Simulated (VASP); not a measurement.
## Mg: relaxation of cell and atoms with RPBE

The system is Mg.

```
Mg
1.0
     5.70720    0.00000    0.00000
     0.00000    5.70720    0.00000
     0.00000    0.00000    5.70720
Mg
8
Direct
  0.00000 0.00000 0.00000
  0.50000 0.50000 0.50000
  0.25000 0.00000 0.50000
  0.75000 0.00000 0.50000
  0.50000 0.25000 0.00000
  0.50000 0.75000 0.00000
  0.00000 0.50000 0.25000
  0.00000 0.50000 0.75000
```

```yaml
Program: VASP 6.6.1
Task: relaxation of cell and atoms
Functional: RPBE
Potentials_or_basis: VASP PAW PBE potentials, release 64 (Mg)
Cutoff: 600 eV
k_mesh: 5 × 5 × 5
Occupations: fermi-dirac, width 0.1 eV
Spin: no spin polarisation
Dipole_correction: no
Further_INCAR_settings: ALGO = Normal; EDIFF = 1e-06; IBRION = 2; EDIFFG = -0.01; NSW = 80; ISIF = 3
```

* Relaxed volume: 24.13 Å³/atom
* Relaxed cell: a = 5.779 Å, b = 5.779 Å, c = 5.779 Å, α = 90.00°, β = 90.00°, γ = 90.00°
* Space group after relaxing (to 0.05 Å): Pm-3n (No. 223)
* Energy gained by relaxing: 3.5 meV/atom
* Ionic steps: 3
* Pressure after relaxing: 0.0 GPa
* Band gap on the k mesh: zero (band 8 reaches 3.91 eV, above the bottom of band 9 at 1.77 eV)

Step by step:
```csv
step,energy change (eV),largest force (eV/Å),pressure (GPa),volume (Å³)
1,0.0000,0.0000,1.31,185.90
2,-0.0260,0.0000,0.32,191.07
3,-0.0278,0.0000,-0.02,193.04
```

Final structure:
```
Mg
1.0
     5.77935    0.00000    0.00000
     0.00000    5.77935    0.00000
     0.00000    0.00000    5.77935
Mg
8
Direct
  0.00000 0.00000 0.00000
  0.50000 0.50000 0.50000
  0.25000 0.00000 0.50000
  0.75000 0.00000 0.50000
  0.50000 0.25000 0.00000
  0.50000 0.75000 0.00000
  0.00000 0.50000 0.25000
  0.00000 0.50000 0.75000
```

Levels at points of the mesh, in eV from the Fermi level:
```
           k point  band 6  band 7  band 8  band 9  band 10  band 11
(0.00, 0.00, 0.00)   -2.24   -2.24    1.44    1.44     1.50     1.50
```

Wall time 70 s on 1 thread of Intel(R) Xeon(R) Platinum 8259CL CPU @ 2.50GHz (Skylake/Cascade Lake), with other jobs on the host, peak memory 0.33 GiB.

Caveat: the PAW data sets were made with another functional, which shifts forces and pressure a little.
